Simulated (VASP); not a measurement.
The system is BN.

```
N B
1.0
     0.00000    1.80481    1.80481
     1.80481    0.00000    1.80481
     1.80481    1.80481    0.00000
N B
1 1
Direct
  0.25000 0.25000 0.25000
  0.00000 0.00000 0.00000
```

Base run:

* Program: VASP 6.6.1
* Functional: r2SCAN
* Potentials or basis: VASP PAW PBE potentials, release 64 (N, B)
* Cutoff: 520 eV
* k mesh: 13 × 13 × 13
* Occupations: fermi-dirac, width 0.05 eV
* Spin: no spin polarisation

Its results: band gap on the k mesh 5.06 eV, indirect (least direct gap 9.55 eV); pressure 1.2 GPa.

Task: The run is repeated on the same cell with these changes: potentials or basis from VASP PAW PBE potentials, release 64 (N, B) to VASP PAW PBE potentials, release 64 (N_h, B_h); cutoff from 520 eV to 910 eV. What comes out?

Result: Band gap on the k mesh 5.08 eV, indirect (least direct gap 9.57 eV); pressure -0.5 GPa.

Caveats: the PAW data sets were made with another functional, which shifts forces and pressure a little; the cutoff is under 1.25 times the usual one of these potentials, so pressure, stress and relaxed cells hold a basis-set (Pulay) error (some runs).

A k mesh can miss the band edges.
